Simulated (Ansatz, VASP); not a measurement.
# One calculation of Ni, two programs

File INCAR:

```
ALGO     = Normal         # electronic algorithm
EDIFF    = 1E-6           # SCF threshold, eV
ENCUT    = 520            # plane-wave cutoff, eV
GGA      = PE             # functional
ISIF     = 2              # what is computed and relaxed
ISMEAR   = -1             # smearing method
ISPIN    = 2              # spin polarisation
LASPH    = True           # aspherical terms in the spheres
LCHARG   = False          # write CHGCAR
LMAXMIX  = 4              # l up to which the mixer works
LORBIT   = 11             # projections on sites
LREAL    = False          # projectors in reciprocal space
LWAVE    = False          # write WAVECAR
MAGMOM   = 1.5            # initial moments
NBANDS   = 15             # bands
NELM     = 150            # most SCF steps
NUPDOWN  = 1.5            # fixed moment
PREC     = Accurate       # precision mode
SIGMA    = 0.05           # smearing width, eV
```

The input KPOINTS:

```
k-points
0
Gamma
  11 11 11
```

File POSCAR:

```
Ni
1.0
   -1.3837154700      1.3837154700      1.3837154700
    1.3837154700     -1.3837154700      1.3837154700
    1.3837154700      1.3837154700     -1.3837154700
Ni
1
Direct
    0.0000000000      0.0000000000      0.0000000000
```

File input.yaml:

```yaml
crystal:
  lattice:
    - [-1.38371547, 1.38371547, 1.38371547]
    - [1.38371547, -1.38371547, 1.38371547]
    - [1.38371547, 1.38371547, -1.38371547]
  atoms:
    - { symbol: Ni, position: [0.0, 0.0, 0.0], spin: 1.5 }
hamiltonian:
  xc: pbe
  pseudopotentials: { kind: paw }
magnetization:
  spin_polarized: true
  initial_magnetization: 1.5
  spin_locking: { lock_magnetization: hard }
kpoints:
  mp_grid: { grid: [11, 11, 11] }
scf:
  occupations: { method: fermi_dirac, width: 0.05 }
  lower_state_search: "off"
output:
  forces: true
  stress: true
  eigenvalues: true
  write_density: true
  write_potential: true
  elf: true
  volumetric_format: npy
```

Alike in both runs: task single point; functional PBE; k mesh 11 × 11 × 11; occupations fermi-dirac, width 0.05 eV; collinear spin; fixed moment 1.5 μB.

```csv
,VASP,Ansatz
version,VASP 6.6.1,Ansatz 0.2.0
potentials or method,"VASP PAW PBE potentials, release 64 (Ni)",Ansatz PAW
plane-wave cutoff (eV),520,420
valence electrons in the cell,10,18
```

VASP gave:

- pressure (GPa): 21.5
- net moment per atom (μB): 1.50
- size of the moment on the site where the two differ most (μB): 1.44

Problem. Estimate Ansatz's values.

Solution. Pressure (GPa): 21.8; net moment per atom (μB): 1.50; size of the moment on the site where the two differ most (μB): 1.40.

Site moments also hang on the region over which each program counts them. VASP's potentials hold 10 valence electrons a cell and Ansatz's 18, so a difference there can come from the potentials and not from the codes.
